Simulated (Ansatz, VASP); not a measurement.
# BiTe in VASP and in Ansatz

```xyz
2
Lattice="0.0000 3.1380 3.1380 3.1380 0.0000 3.1380 3.1380 3.1380 0.0000" Properties=species:S:1:pos:R:3 pbc="T T T"
Bi    0.0000    0.0000    0.0000
Te    3.1380    3.1380    3.1380
```

Change from the starting cell: strain -0.030 along x and y, -0.030 along z, atoms carried along.

Alike in both runs: task single point; functional PBE; k mesh 14 × 14 × 14; occupations gaussian, width 0.15 eV; no spin polarisation.

|  | VASP | Ansatz |
| --- | --- | --- |
| version | VASP 6.6.1 | Ansatz 0.2.0 |
| potentials or method | VASP PAW PBE potentials, release 64 (Bi_d, Te), cutoff 520 eV | scalar-relativistic, plane waves, PAW |
| valence electrons in the cell | 21 | 31 |

|  | VASP | Ansatz | Ansatz less VASP |
| --- | --- | --- | --- |
| gap on the k mesh at the Fermi level (eV) | none | none | - |
| pressure (GPa) | 6.4 | 6.4 | +0.05 |

A gap of «none» marks a metal or a gap that the smearing closes. VASP's potentials hold 21 valence electrons a cell and Ansatz's 31, so a difference there can come from the potentials and not from the codes.

Spin-orbit coupling is off throughout.
